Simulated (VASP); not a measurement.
# Si4C5 in VASP: further runs, part 2 of 2

VASP 6.6.1. The steps go on from the part before.

**3. Single point, PBE, collinear spin**

INCAR reads:

```
SYSTEM = Si4C5
  ALGO = Normal
  DIPOL = 0.5 0.5 0.353
  EDIFF = 1E-6
  ENCUT = 520
  GGA = PE
  IDIPOL = 3
  ISIF = 2
  ISMEAR = 0
  ISPIN = 2
  LASPH = .TRUE.
  LCHARG = .FALSE.
  LDIPOL = .TRUE.
  LORBIT = 11
  LREAL = .FALSE.
  LWAVE = .FALSE.
  MAGMOM = 0 0 0 0 2 0 0 0 0
  NBANDS = 32
  NELM = 150
  PREC = Accurate
  SIGMA = 0.05
```

KPOINTS reads:

```
k-points
0
G
  9 9 1
  0 0 0
```

POSCAR reads:

```
Si4C5
1.0
    3.0920147208      0.0000000000      0.0000000000
   -1.5460073604      2.6777632971      0.0000000000
    0.0000000000      0.0000000000     25.2337106667
C Si
5 4
Direct
    0.3333333333      0.6666666667      0.1585181051
    0.6666666667      0.3333333333      0.2590546646
    0.3333333333      0.6666666667      0.3607902149
    0.6666666667      0.3333333333      0.4623551549
    1.0000000000      0.0000000000      0.6009306704
    0.6666666667      0.3333333333      0.1834768895
    0.3333333333      0.6666666667      0.2840134490
    0.6666666667      0.3333333333      0.3842867907
    0.3333333333      0.6666666667      0.4848161584
```

Potentials or basis: VASP PAW PBE potentials, release 64 (C, Si).

Command:

```bash
cat potpaw_PBE.64/C/POTCAR potpaw_PBE.64/Si/POTCAR > POTCAR
mpirun -np 1 vasp_std > vasp.out
```

OUTCAR:

```text
SYSTEM = Si4C5
   EDIFF = 1E-6
   ENCUT = 520
   GGA = PE
   ISIF = 2
   ISMEAR = 0
   ISPIN = 2
   LASPH = .TRUE.
   LORBIT = 11
   LREAL = .FALSE.
   NELM = 150
   PREC = Accurate

 ion  position               nearest neighbor table
   1  0.333  0.667  0.159-   6 1.89   6 1.89   6 1.89
   2  0.667  0.333  0.259-   7 1.89   7 1.89   7 1.89   6 1.91
   3  0.333  0.667  0.361-   8 1.88   8 1.88   8 1.88   7 1.94
   4  0.667  0.333  0.462-   9 1.87   9 1.87   9 1.87   8 1.97
   5  0.000  0.000  0.601-
   6  0.667  0.333  0.183-   1 1.89   1 1.89   1 1.89   2 1.91   7 3.10   7 3.10   7 3.10
   7  0.333  0.667  0.284-   2 1.89   2 1.89   2 1.89   3 1.94   8 3.10   8 3.10   8 3.10   6 3.10
                             6 3.10   6 3.10
   8  0.667  0.333  0.384-   3 1.88   3 1.88   3 1.88   4 1.97   7 3.10   7 3.10   7 3.10   9 3.10
                             9 3.10   9 3.10
   9  0.333  0.667  0.485-   4 1.87   4 1.87   4 1.87   8 3.10   8 3.10   8 3.10

  LATTYP: Found a hexagonal cell.
 ALAT       =     3.0920147208
 C/A-ratio  =     8.1609283736

  Lattice vectors:

 A1 = (   3.0920147208,   0.0000000000,   0.0000000000)
 A2 = (  -1.5460073604,   2.6777632971,   0.0000000000)
 A3 = (   0.0000000000,   0.0000000000,  25.2337106667)

Analysis of symmetry for initial positions (statically):
=====================================================================
 Subroutine PRICEL returns:
 Original cell was already a primitive cell.

 Routine SETGRP: Setting up the symmetry group for a
 hexagonal supercell.

 Subroutine GETGRP returns: Found  6 space group operations
 (whereof  6 operations were pure point group operations)
 out of a pool of 24 trial point group operations.

The static configuration has the point symmetry C_3v.

Analysis of symmetry for dynamics (positions and initial velocities):
=====================================================================
 Subroutine PRICEL returns:
 Original cell was already a primitive cell.

 Routine SETGRP: Setting up the symmetry group for a
 hexagonal supercell.

 Subroutine GETGRP returns: Found  6 space group operations
 (whereof  6 operations were pure point group operations)
 out of a pool of 24 trial point group operations.

The dynamic configuration has the point symmetry C_3v.

Analysis of structural, dynamic, and magnetic symmetry:
=====================================================================
 Subroutine PRICEL returns:
 Original cell was already a primitive cell.

 Routine SETGRP: Setting up the symmetry group for a
 hexagonal supercell.

 Subroutine GETGRP returns: Found  6 space group operations
 (whereof  6 operations were pure point group operations)
 out of a pool of 24 trial point group operations.

The overall configuration has the point symmetry C_3v.

 Subroutine INISYM returns: Found  6 space group operations
 (whereof  6 operations are pure point group operations),
 and found     1 'primitive' translations

----------------------------------------------------------------------------------------

                                     Primitive cell

  volume of cell :     208.9271

  direct lattice vectors                    reciprocal lattice vectors
     3.092014721  0.000000000  0.000000000     0.323413725  0.186723001  0.000000000
    -1.546007360  2.677763297  0.000000000     0.000000000  0.373446003  0.000000000
     0.000000000  0.000000000 25.233710667     0.000000000  0.000000000  0.039629526

  length of vectors
[... 109 lines left out ...]
   LHFCALC =     F    Hartree Fock is set to
   AEXX    =    0.0000 exact exchange contribution
   IVDW    =     0    specifies the selected vdW correction
   LEPSILON=     F    determine dielectric tensor
   LRPA    =     F    only Hartree local field effects (RPA)
 spin polarized calculation
 Gauss-broadening in eV      SIGMA  =   0.05
  energy-cutoff  :      520.00
  volume of cell :      208.93
 maximum number of plane-waves:      5652
 NGX is ok and might be reduce to    24
   NGX = 11   NGY = 11   NGZ = 93

 dipolmoment           0.000000      0.000000      0.021392 electrons x Angstroem

 number of electron      36.0000001 magnetization       0.9150393

 dipolmoment           0.000000      0.000000     -0.014114 electrons x Angstroem

 Free energy of the ion-electron system (eV)
  ---------------------------------------------------
  ext. energy  EPLUGINS =         0.00000000
  ---------------------------------------------------
  free energy    TOTEN  =       -59.00847391 eV

  energy without entropy =      -58.99562221  energy(sigma->0) =      -59.00204806

 E-fermi :   0.2345     XC(G=0):  -6.0240

 val. band max:        0.2315705140   @ k =   0.2222   0.1111   0.0000
 cond. band min:       0.2640844195   @ k =   0.2222   0.1111   0.0000
 fundamental gap:      0.0325139055
 Fermi energy:         0.2344996496

 spin component 1

 k-point     1 :       0.0000    0.0000    0.0000
  band No.  band energies     occupation
      1     -16.0426      1.00000
      2     -15.0459      1.00000
      3     -13.9531      1.00000
      4     -12.2761      1.00000
      5      -9.5981      1.00000
      6      -8.2800      1.00000
[... 385 lines left out ...]
     29       8.2286      0.00000
     30       8.8034      0.00000
 Fermi energy:         0.2344996496

 spin component 2

 k-point     1 :       0.0000    0.0000    0.0000
  band No.  band energies     occupation
      1     -16.0596      1.00000
      2     -15.0598      1.00000
      3     -13.9640      1.00000
      4     -12.2790      1.00000
      5      -8.5924      1.00000
      6      -8.0411      1.00000
[... 385 lines left out ...]
     29       8.1779      0.00000
     30       8.7964      0.00000
 [bands above 30 left out]

------------------------ aborting loop because EDIFF is reached ----------------------------------------

 vacuum level on the upper side and lower side of the slab       (xc-potential included)        -0.224         0.081

  FORCE on cell =-STRESS in cart. coord.  units (eV):
  Direction    XX          YY          ZZ          XY          YZ          ZX
  --------------------------------------------------------------------------------------
  -------------------------------------------------------------------------------------
  Total       -2.5326758     -2.5326758     -4.7816365      0.0000000      0.0000000      0.0000000
  in kB      -19.4220614    -19.4220614    -36.6684272      0.0000000      0.0000000      0.0000000
  external PRESSURE =     -25.1708500 kB  Pullay stress =       0.0000000 kB

 VOLUME and BASIS-vectors are now :
 -----------------------------------------------------------------------------
  energy-cutoff  :      520.00
  volume of cell :      208.93
      direct lattice vectors                 reciprocal lattice vectors
     3.092014721  0.000000000  0.000000000     0.323413725  0.186723001  0.000000000
    -1.546007360  2.677763297  0.000000000     0.000000000  0.373446003  0.000000000
     0.000000000  0.000000000 25.233710667     0.000000000  0.000000000  0.039629526

 POSITION                                       TOTAL-FORCE (eV/Angst)
 -----------------------------------------------------------------------------------
     -0.00000      1.78518      4.00000        -0.000000     -0.000000      2.363688
      1.54601      0.89259      6.53691         0.000000      0.000000      1.117083
     -0.00000      1.78518      9.10408         0.000000     -0.000000     -0.062553
      1.54601      0.89259     11.66694        -0.000000      0.000000     -0.389138
      0.00000      0.00000     15.16371        -0.000000      0.000000     -1.170750
      1.54601      0.89259      4.62980        -0.000000      0.000000     -2.840274
     -0.00000      1.78518      7.16671        -0.000000     -0.000000     -0.608081
      1.54601      0.89259      9.69698        -0.000000      0.000000      0.232276
     -0.00000      1.78518     12.23371        -0.000000      0.000000      1.357749
 -----------------------------------------------------------------------------------
    total drift:                                0.000000     -0.000000     -0.000359

  FREE ENERGIE OF THE ION-ELECTRON SYSTEM (eV)
  ---------------------------------------------------
  free  energy   TOTEN  =       -59.0084739082 eV

  energy  without entropy=      -58.9956222074  energy(sigma->0) =      -59.00204806

 vacuum level on the upper side and lower side of the slab         6.347         6.672

 total charge

# of ion       s       p       d       tot
------------------------------------------
    1        0.873   1.514   0.000   2.388
    2        0.847   1.680   0.000   2.526
    3        0.839   1.693   0.000   2.532
    4        0.845   1.672   0.000   2.517
    5        1.063   0.880   0.000   1.943
    6        0.707   0.951   0.000   1.659
    7        0.705   0.945   0.000   1.650
    8        0.711   0.945   0.000   1.656
    9        0.732   0.874   0.000   1.605
--------------------------------------------------
tot          7.322  11.153   0.000  18.475

 magnetization (x)

# of ion       s       p       d       tot
------------------------------------------
    1       -0.002  -0.002   0.000  -0.004
    2        0.000   0.005   0.000   0.006
    3       -0.000   0.000   0.000   0.000
    4       -0.004  -0.010   0.000  -0.015
    5        0.022   0.513   0.000   0.535
    6        0.000  -0.001   0.000  -0.001
    7       -0.001  -0.001   0.000  -0.001
    8       -0.004  -0.008   0.000  -0.012
    9       -0.013  -0.041   0.000  -0.053
--------------------------------------------------
tot         -0.001   0.456   0.000   0.455
```

Run time: 4 min. Hardware: 1 thread of Intel Xeon 6975P-C (Granite Rapids), shared host; peak memory 0.45 GiB.

Results:

```yaml
Free_energy: -59.0085 eV
Largest_force: 2.840 eV/Å
Net_moment: 0.92 μB per cell
Site_moments: C -0.00, +0.01, +0.00, -0.01, +0.54; Si -0.00, -0.01, -0.05 (each value once) μB
Valence_electrons_inside_the_program's_atomic_spheres: C 2.39, 2.53, 2.52, 1.94 (each value once); Si 1.66, 1.65, 1.60 (each value once)
```

Forces in eV/Å, atoms in the order of the input:
```
C    0.000  0.000  2.364
C    0.000  0.000  1.117
C    0.000  0.000 -0.063
C    0.000  0.000 -0.389
C    0.000  0.000 -1.171
Si   0.000  0.000 -2.840
Si   0.000  0.000 -0.608
Si   0.000  0.000  0.232
Si   0.000  0.000  1.358
```

Levels at points of the mesh, in eV from the Fermi level:
Spin up:
| k point | band 15 | band 16 | band 17 | band 18 | band 19 | band 20 | band 21 | band 22 | band 23 | band 24 |
| --- | --- | --- | --- | --- | --- | --- | --- | --- | --- | --- |
| (0.00, 0.00, 0.00) | -1.26 | -0.39 | 0.18 | 0.18 | 1.89 | 1.89 | 1.92 | 3.80 | 4.76 | 5.55 |
Spin down:
```tsv
k point	band 15	band 16	band 17	band 18	band 19	band 20	band 21	band 22
(0.00, 0.00, 0.00)	-0.73	-0.13	0.18	0.18	2.35	3.08	3.08	3.78
```
